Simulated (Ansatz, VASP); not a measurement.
Fe in VASP and in Ansatz

```
Fe
1.0
    -1.24384    1.24384    3.66529
     1.24384   -1.24384    3.66529
     1.24384    1.24384   -3.66529
Fe
2
Cartesian
  0.0000 0.0000 6.2412
  0.0000 0.0000 1.0894
```

Alike in both runs: functional PBE; k mesh 10 × 10 × 10; occupations gaussian, width 0.1 eV; no spin polarisation.

Ansatz relaxed the structure, and its values are those at the end. VASP's run is a single point on that final structure, the one shown.

|  | VASP | Ansatz |
| --- | --- | --- |
| version | VASP 6.6.1 | Ansatz 0.2.0 |
| potentials or method | VASP PAW PBE potentials, release 64 (Fe), cutoff 520 eV | scalar-relativistic, plane waves, PAW |
| valence electrons in the cell | 16 | 32 |

Ansatz gave:

| Property | Result |
| --- | --- |
| gap on the k mesh at the Fermi level (eV) | none |
| pressure (GPa) | 0.1 |
| rms of the force components (eV/Å) | 0.001 |

Task: Which values does VASP return?

Result: gap on the k mesh at the Fermi level (eV): none; pressure (GPa): -0.7; rms of the force components (eV/Å): 0.016.

A gap of «none» marks a metal or a gap that the smearing closes. The functional is the same, so the differences come from potentials, cutoffs and numerics. VASP's potentials hold 16 valence electrons a cell and Ansatz's 32, so a difference there can come from the potentials and not from the codes.
